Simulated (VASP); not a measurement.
**In3As: single point with PBEsol**

The system is In3As.

```
In As
1.0
     4.58844    0.00000    0.00000
     0.00000    4.58844    0.00000
     0.00000    0.00000    4.58844
In As
3 1
Cartesian
  2.2942 2.2942 0.0000
  2.2942 0.0000 2.2942
  0.0000 2.2942 2.2942
  0.0000 0.0000 0.0000
```

```yaml
Program: VASP 6.6.1
Task: single point
Functional: PBEsol
Potentials_or_basis: VASP PAW PBE potentials, release 64 (In_d, As)
Cutoff: 520 eV
k_mesh: 6 × 6 × 6
Occupations: fermi-dirac, width 0.05 eV
Spin: no spin polarisation
Dipole_correction: no
Further_INCAR_settings: ALGO = Normal; EDIFF = 1e-06; NBANDS = 30
```

| Item | Value |
| --- | --- |
| Pressure | 0.0 GPa |
| Band gap on the k mesh | zero (band 22 reaches 7.66 eV, above the bottom of band 23 at 3.47 eV) |

Levels at points of the mesh, in eV from the Fermi level:
| k point | band 20 | band 21 | band 22 | band 23 | band 24 | band 25 |
| --- | --- | --- | --- | --- | --- | --- |
| (0.00, 0.00, 0.00) | -3.06 | -1.80 | -1.80 | 2.16 | 2.16 | 2.16 |
| (0.50, 0.00, 0.00) | -1.69 | -1.02 | -0.11 | -0.11 | 0.02 | 1.40 |
| (0.50, 0.50, 0.00) | -0.80 | -0.42 | 0.57 | 0.57 | 1.89 | 1.94 |
| (0.50, 0.50, 0.50) | -4.22 | -4.22 | -4.22 | -3.59 | 4.97 | 4.97 |

It took 28 s on 1 thread of AMD EPYC 9R45 (Zen 5), with other jobs on the host, peak memory 0.19 GiB.

Caveat: the PAW data sets were made with another functional, which shifts forces and pressure a little; spin-orbit coupling is left out, which moves the levels of the heavy elements.
